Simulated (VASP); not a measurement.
# ZnCd3Te4 (P-4m2) in VASP: relaxation of shape and atoms at fixed volume with PBE

Aim: the relaxation of shape and atoms at fixed volume of ZnCd3Te4 with PBE.

Everything below comes from runs of VASP 6.6.1. Logs are shortened: lines on timing, memory, paths and dates and some standing lists are left out, and cuts for length are marked.

**1. The cell of the first run**

The structure is tetragonal, space group P-4m2 (No. 115). The conventional cell has a = 4.744 Å, b = 4.744 Å, c = 13.484 Å, α = 90.00°, β = 90.00°, γ = 90.00°. Within 3.7 Å of Zn (site symmetry -4m2) lie 4 Te at 2.81 Å. Cd (site symmetry 2mm) has 4 Te at 2.94 to 2.95 Å within 3.9 Å. Cd (site symmetry -4m2) has 4 Te at 2.94 Å within 3.9 Å. Te (site symmetry 2mm) has 4 Cd at 2.94 Å within 3.9 Å. Te (site symmetry 2mm) has 2 Zn at 2.81 Å and 2 Cd at 2.95 Å within 3.7 Å.

**2. Relaxation of shape and atoms at fixed volume, PBE (37.93 Å³/atom)**

The input, INCAR:

```
SYSTEM = ZnCd3Te4
  ALGO = Normal
  EDIFF = 1E-6
  EDIFFG = -0.01
  ENCUT = 600
  GGA = PE
  IBRION = 2
  ISIF = 4
  ISMEAR = 0
  LASPH = .True.
  LCHARG = .False.
  LREAL = .False.
  LWAVE = .False.
  NELM = 100
  NSW = 50
  PREC = Accurate
  SIGMA = 0.02
```

The input, KPOINTS:

```
k-points
0
Gamma
  6 6 2
  0 0 0
```

The input, POSCAR:

```
ZnCd3Te4
1.0
    4.7438534502      0.0000000000      0.0000000000
    0.0000000000      4.7438534502      0.0000000000
    0.0000000000      0.0000000000     13.4842826279
Zn Cd Te
1 3 4
Direct
    0.0000000000      0.0000000000      0.0000000000
    0.5000000000      0.5000000000      0.7586763925
    0.0000000000      0.0000000000      0.5000000000
    0.5000000000      0.5000000000      0.2413236075
    0.5000000000      0.0000000000      0.6293584738
    0.0000000000      0.5000000000      0.3706415262
    0.5000000000      0.0000000000      0.1113826581
    0.0000000000      0.5000000000      0.8886173419
```

Potentials or basis: VASP PAW PBE potentials, release 64 (Zn, Cd, Te).

On the command line:

```console
> cat potpaw_PBE.64/Zn/POTCAR potpaw_PBE.64/Cd/POTCAR potpaw_PBE.64/Te/POTCAR > POTCAR
> mpirun -np 1 vasp_std > vasp.out
```

OUTCAR:

```text
SYSTEM = ZnCd3Te4
   EDIFF = 1E-6
   EDIFFG = -0.01
   ENCUT = 600
   GGA = PE
   IBRION = 2
   ISIF = 4
   ISMEAR = 0
   LASPH = .True.
   LREAL = .False.
   NELM = 100
   NSW = 50
   PREC = Accurate

 ion  position               nearest neighbor table
   1  0.000  0.000  0.000-   7 2.81   8 2.81   8 2.81   7 2.81
   2  0.500  0.500  0.759-   5 2.94   5 2.94   8 2.95   8 2.95
   3  0.000  0.000  0.500-   5 2.94   6 2.94   6 2.94   5 2.94
   4  0.500  0.500  0.241-   6 2.94   6 2.94   7 2.95   7 2.95
   5  0.500  0.000  0.629-   2 2.94   2 2.94   3 2.94   3 2.94
   6  0.000  0.500  0.371-   4 2.94   4 2.94   3 2.94   3 2.94
   7  0.500  0.000  0.111-   1 2.81   1 2.81   4 2.95   4 2.95
   8  0.000  0.500  0.889-   1 2.81   1 2.81   2 2.95   2 2.95

  LATTYP: Found a simple tetragonal cell.
 ALAT       =     4.7438534502
 C/A-ratio  =     2.8424745346

  Lattice vectors:

 A1 = (   4.7438534502,   0.0000000000,   0.0000000000)
 A2 = (   0.0000000000,   4.7438534502,   0.0000000000)
 A3 = (   0.0000000000,   0.0000000000,  13.4842826279)

Analysis of symmetry for initial positions (statically):
=====================================================================
 Subroutine PRICEL returns:
 Original cell was already a primitive cell.

 Routine SETGRP: Setting up the symmetry group for a
 simple tetragonal supercell.

 Subroutine GETGRP returns: Found  8 space group operations
 (whereof  8 operations were pure point group operations)
 out of a pool of 16 trial point group operations.

The static configuration has the point symmetry D_2d.

Analysis of symmetry for dynamics (positions and initial velocities):
=====================================================================
 Subroutine PRICEL returns:
 Original cell was already a primitive cell.

 Routine SETGRP: Setting up the symmetry group for a
 simple tetragonal supercell.

 Subroutine GETGRP returns: Found  8 space group operations
 (whereof  8 operations were pure point group operations)
 out of a pool of 16 trial point group operations.

The dynamic configuration has the point symmetry D_2d.

 Subroutine INISYM returns: Found  8 space group operations
 (whereof  8 operations are pure point group operations),
 and found     1 'primitive' translations

----------------------------------------------------------------------------------------

                                     Primitive cell

  volume of cell :     303.4523

  direct lattice vectors                    reciprocal lattice vectors
     4.743853450  0.000000000  0.000000000     0.210799092  0.000000000  0.000000000
     0.000000000  4.743853450  0.000000000     0.000000000  0.210799092  0.000000000
     0.000000000  0.000000000 13.484282628     0.000000000  0.000000000  0.074160415

  length of vectors
     4.743853450  4.743853450 13.484282628     0.210799092  0.210799092  0.074160415

  position of ions in fractional coordinates (direct lattice)
     0.000000000  0.000000000  0.000000000
     0.500000000  0.500000000  0.758676392
     0.000000000  0.000000000  0.500000000
     0.500000000  0.500000000  0.241323608
     0.500000000  0.000000000  0.629358474
     0.000000000  0.500000000  0.370641526
     0.500000000  0.000000000  0.111382658
     0.000000000  0.500000000  0.888617342

  ion indices of the primitive-cell ions
   primitive index   ion index
                 1           1
                 2           2
                 3           3
                 4           4
                 5           5
                 6           6
                 7           7
                 8           8

----------------------------------------------------------------------------------------

 KPOINTS: k-points

Automatic generation of k-mesh.
 Grid dimensions read from file:
 generate k-points for:    6    6    2

 Generating k-lattice:

  Cartesian coordinates                     Fractional coordinates (reciprocal lattice)
     0.035133182  0.000000000  0.000000000     0.166666667  0.000000000  0.000000000
     0.000000000  0.035133182  0.000000000     0.000000000  0.166666667  0.000000000
     0.000000000  0.000000000  0.037080208     0.000000000  0.000000000  0.500000000

  Length of vectors
     0.035133182  0.035133182  0.037080208

  Shift w.r.t. Gamma in fractional coordinates (k-lattice)
     0.000000000  0.000000000  0.000000000

 Subroutine IBZKPT returns following result:
 ===========================================

 Found     20 irreducible k-points:

 Following reciprocal coordinates:
            Coordinates               Weight
  0.000000  0.000000  0.000000      1.000000
  0.166667  0.000000  0.000000      4.000000
  0.333333  0.000000  0.000000      4.000000
  0.500000  0.000000  0.000000      2.000000
  0.166667  0.166667  0.000000      4.000000
  0.333333  0.166667  0.000000      8.000000
[... 12 lines left out ...]
  0.500000  0.333333  0.500000      4.000000
  0.500000  0.500000  0.500000      1.000000
   k-points           NKPTS =     20   k-points in BZ     NKDIM =     20   number of bands    NBANDS=     43
   number of dos      NEDOS =    301   number of ions     NIONS =      8
   total plane-waves  NPLWV = 172800
   dimension x,y,z NGX =    40 NGY =   40 NGZ =  108
   dimension x,y,z NGXF=    80 NGYF=   80 NGZF=  216
   ions per type =               1   3   4
   NGX,Y,Z   is equivalent  to a cutoff of  14.02, 14.02, 13.32 a.u.
   NGXF,Y,Z  is equivalent  to a cutoff of  28.04, 28.04, 26.63 a.u.
 SYSTEM =  ZnCd3Te4
   PREC   = accura    normal or accurate (medium, high low for compatibility)
   ISTART =      0    job   : 0-new  1-cont  2-samecut
   ICHARG =      2    charge: 1-file 2-atom 10-const
   ISPIN  =      1    spin polarized calculation?
   LNONCOLLINEAR =      F non collinear calculations
   LSORBIT =      F    spin-orbit coupling
   LASPH  =      T    aspherical Exc in radial PAW
   ENCUT  =  600.0 eV  44.10 Ry    6.64 a.u.   9.47  9.47 26.93*2*pi/ulx,y,z
   NELM   =    100;   NELMIN=  2; NELMDL= -5     # of ELM steps
   EDIFF  = 0.1E-05   stopping-criterion for ELM
   LREAL  =      F    real-space projection
   EDIFFG = -.1E-01   stopping-criterion for IOM
   NSW    =     50    number of steps for IOM
   IBRION =      2    ionic relax: 0-MD 1-quasi-New 2-CG
   NFREE  =      1    steps in history (QN), initial steepest desc. (CG)
   ISIF   =      4    stress and relaxation
   ISYM   =      2    0-nonsym 1-usesym 2-fastsym
   POTIM  = 0.5000    time-step for ionic-motion
   TEBEG  =    0.0;   TEEND  =   0.0 temperature during run
   PSTRESS=    0.0 pullay stress
   NELECT =      72.0000    total number of electrons
   NUPDOWN=      -1.0000    fix difference up-down
   EMIN   =  10.00;   EMAX   =-10.00  energy-range for DOS
   EFERMI =   0.00;   METHOD = LEGACY
   ISMEAR =     0;   SIGMA  =   0.02  broadening in eV -4-tet -1-fermi 0-gaus
   EFERMI_NEDOS =   21; number of points for ismear=-14 and -15
   IALGO  =     38    algorithm
   IMIX   =      4    mixing-type and parameters
     AMIX     =   0.40;   BMIX     =  1.00
     AMIX_MAG =   1.60;   BMIX_MAG =  1.00
  volume/ion in A,a.u.               =      37.93       255.97
  Fermi-wavevector in a.u.,A,eV,Ry     =   1.013496  1.915230 13.975563  1.027175
  Thomas-Fermi vector in A             =   2.146669
   LORBIT       =      0    0 simple, 1 ext, 2 COOP (PROOUT), +10 PAW based schemes
   GGA     = PE    functional components
   LHFCALC =     F    Hartree Fock is set to
   AEXX    =    0.0000 exact exchange contribution
   IVDW    =     0    specifies the selected vdW correction
   LEPSILON=     F    determine dielectric tensor
   LRPA    =     F    only Hartree local field effects (RPA)
 conjugate gradient relaxation of ions
 non-spin polarized calculation
 Gauss-broadening in eV      SIGMA  =   0.02
  energy-cutoff  :      600.00
  volume of cell :      303.45
 maximum number of plane-waves:     10169
 NGX is ok and might be reduce to    40
   NGX = 19   NGY = 19   NGZ = 53

 number of electron      72.0000019 magnetization

 Free energy of the ion-electron system (eV)
  ---------------------------------------------------
  ext. energy  EPLUGINS =         0.00000000
  ---------------------------------------------------
  free energy    TOTEN  =       -19.29379821 eV

  energy without entropy =      -19.29379821  energy(sigma->0) =      -19.29379821

 E-fermi :   1.4124     XC(G=0):  -8.0167

 val. band max:        1.2809638522   @ k =   0.0000   0.0000   0.0000
 cond. band min:       1.6208660392   @ k =   0.0000   0.0000   0.0000
 fundamental gap:      0.3399021870
 Fermi energy:         1.4124290836

 k-point     1 :       0.0000    0.0000    0.0000
  band No.  band energies     occupation
      1      -9.3076      2.00000
      2      -9.0662      2.00000
      3      -8.9863      2.00000
      4      -8.7902      2.00000
      5      -6.6177      2.00000
      6      -6.6177      2.00000
[... 35 lines left out ...]
     42       4.7037      0.00000
     43       4.7992      0.00000

 k-point     2 :       0.1667    0.0000    0.0000
  band No.  band energies     occupation
      1      -9.2449      2.00000
      2      -9.0345      2.00000
      3      -8.9640      2.00000
      4      -8.7940      2.00000
      5      -6.6130      2.00000
      6      -6.6058      2.00000
[... 35 lines left out ...]
     42       5.2989      0.00000
     43       5.4078      0.00000

 k-point     3 :       0.3333    0.0000    0.0000
  band No.  band energies     occupation
      1      -9.0924      2.00000
      2      -8.9676      2.00000
      3      -8.9229      2.00000
      4      -8.8245      2.00000
      5      -6.6011      2.00000
      6      -6.6006      2.00000
[... 35 lines left out ...]
     42       6.1314      0.00000
     43       6.2233      0.00000

 k-point     4 :       0.5000    0.0000    0.0000
  band No.  band energies     occupation
      1      -8.9633      2.00000
      2      -8.9185      2.00000
      3      -8.9182      2.00000
      4      -8.8902      2.00000
      5      -6.5924      2.00000
      6      -6.5912      2.00000
[... 679 lines left out ...]
     42       5.0884      0.00000
     43       5.9249      0.00000

 k-point    19 :       0.5000    0.3333    0.5000
  band No.  band energies     occupation
      1      -8.8510      2.00000
      2      -8.8510      2.00000
      3      -8.8393      2.00000
      4      -8.8192      2.00000
      5      -6.5641      2.00000
      6      -6.5637      2.00000
[... 35 lines left out ...]
     42       5.2607      0.00000
     43       5.3506      0.00000

 k-point    20 :       0.5000    0.5000    0.5000
  band No.  band energies     occupation
      1      -8.8288      2.00000
      2      -8.8288      2.00000
      3      -8.7957      2.00000
      4      -8.7957      2.00000
      5      -6.5537      2.00000
      6      -6.5537      2.00000
[... 35 lines left out ...]
     42       4.7150      0.00000
     43       4.7654      0.00000

------------------------ aborting loop because EDIFF is reached ----------------------------------------

  FORCE on cell =-STRESS in cart. coord.  units (eV):
  Direction    XX          YY          ZZ          XY          YZ          ZX
  --------------------------------------------------------------------------------------
  -------------------------------------------------------------------------------------
  Total       -5.2459063     -5.2459063     -5.2692508      0.0000000      0.0000000      0.0000000
  in kB      -27.6975107    -27.6975107    -27.8207655      0.0000000      0.0000000      0.0000000
  external PRESSURE =     -27.7385957 kB  Pullay stress =       0.0000000 kB

 VOLUME and BASIS-vectors are now :
 -----------------------------------------------------------------------------
  energy-cutoff  :      600.00
  volume of cell :      303.45
      direct lattice vectors                 reciprocal lattice vectors
     4.743853450  0.000000000  0.000000000     0.210799092  0.000000000  0.000000000
     0.000000000  4.743853450  0.000000000     0.000000000  0.210799092  0.000000000
     0.000000000  0.000000000 13.484282628     0.000000000  0.000000000  0.074160415

 POSITION                                       TOTAL-FORCE (eV/Angst)
 -----------------------------------------------------------------------------------
      0.00000      0.00000      0.00000        -0.000000      0.000000      0.000000
      2.37193      2.37193     10.23021        -0.000000     -0.000000     -0.000852
      0.00000      0.00000      6.74214         0.000000      0.000000      0.000000
      2.37193      2.37193      3.25408        -0.000000     -0.000000      0.000852
      2.37193      0.00000      8.48645        -0.000000      0.000000      0.000251
      0.00000      2.37193      4.99784        -0.000000      0.000000     -0.000251
      2.37193      0.00000      1.50192         0.000000      0.000000      0.009162
      0.00000      2.37193     11.98237        -0.000000      0.000000     -0.009162
 -----------------------------------------------------------------------------------
    total drift:                               -0.000000     -0.000000      0.000000

  FREE ENERGIE OF THE ION-ELECTRON SYSTEM (eV)
  ---------------------------------------------------
  free  energy   TOTEN  =       -19.2937982108 eV

  energy  without entropy=      -19.2937982108  energy(sigma->0) =      -19.29379821

 reached required accuracy - stopping structural energy minimisation
```

Run time: 11 min. Hardware: 1 thread of Oxide Virtual Turin-like, shared host; peak memory 0.58 GiB.

What came out:

```yaml
Free_energy: -19.2938 eV
Pressure_after_relaxing: -2.8 GPa
Largest_force_after_relaxing: 0.009 eV/Å
Band_gap_on_the_k_mesh: 0.34 eV
```

Forces on the atoms (eV/Å):
```
Zn   0.000  0.000  0.000
Cd   0.000  0.000 -0.001
Cd   0.000  0.000  0.000
Cd   0.000  0.000  0.001
Te   0.000  0.000  0.000
Te   0.000  0.000  0.000
Te   0.000  0.000  0.009
Te   0.000  0.000 -0.009
```

Final structure:
```
CELL_PARAMETERS angstrom
4.74385 0.00000 0.00000
0.00000 4.74385 0.00000
0.00000 0.00000 13.48428
ATOMIC_POSITIONS crystal
Zn 0.00000 0.00000 0.00000
Cd 0.50000 0.50000 0.75868
Cd 0.00000 0.00000 0.50000
Cd 0.50000 0.50000 0.24132
Te 0.50000 0.00000 0.62936
Te 0.00000 0.50000 0.37064
Te 0.50000 0.00000 0.11138
Te 0.00000 0.50000 0.88862
```

Levels at points of the mesh, in eV from the valence-band top:
| k point | band 32 | band 33 | band 34 | band 35 | band 36 | band 37 | band 38 | band 39 | band 40 | band 41 |
| --- | --- | --- | --- | --- | --- | --- | --- | --- | --- | --- |
| (0.00, 0.00, 0.00) | -0.76 | -0.76 | -0.05 | 0.00 | 0.00 | 0.34 | 2.21 | 2.63 | 2.74 | 2.97 |
| (0.50, 0.00, 0.00) | -0.62 | -0.61 | -0.57 | -0.53 | -0.52 | 1.54 | 1.65 | 2.66 | 2.92 | 5.03 |
| (0.50, 0.50, 0.00) | -1.73 | -1.51 | -1.48 | -1.48 | -1.44 | 2.43 | 2.62 | 2.85 | 2.85 | 3.70 |
| (0.00, 0.00, 0.50) | -1.19 | -0.33 | -0.33 | -0.24 | -0.24 | 1.52 | 1.64 | 2.40 | 2.75 | 3.12 |
| (0.50, 0.00, 0.50) | -1.08 | -0.89 | -0.57 | -0.53 | -0.53 | 2.00 | 2.26 | 2.26 | 2.33 | 4.86 |
| (0.50, 0.50, 0.50) | -1.64 | -1.64 | -1.61 | -1.57 | -1.57 | 2.90 | 2.99 | 3.08 | 3.28 | 3.43 |

Caveat: the relaxation stopped at its first step, so nothing moved; spin-orbit coupling is left out, which moves the levels of the heavy elements.
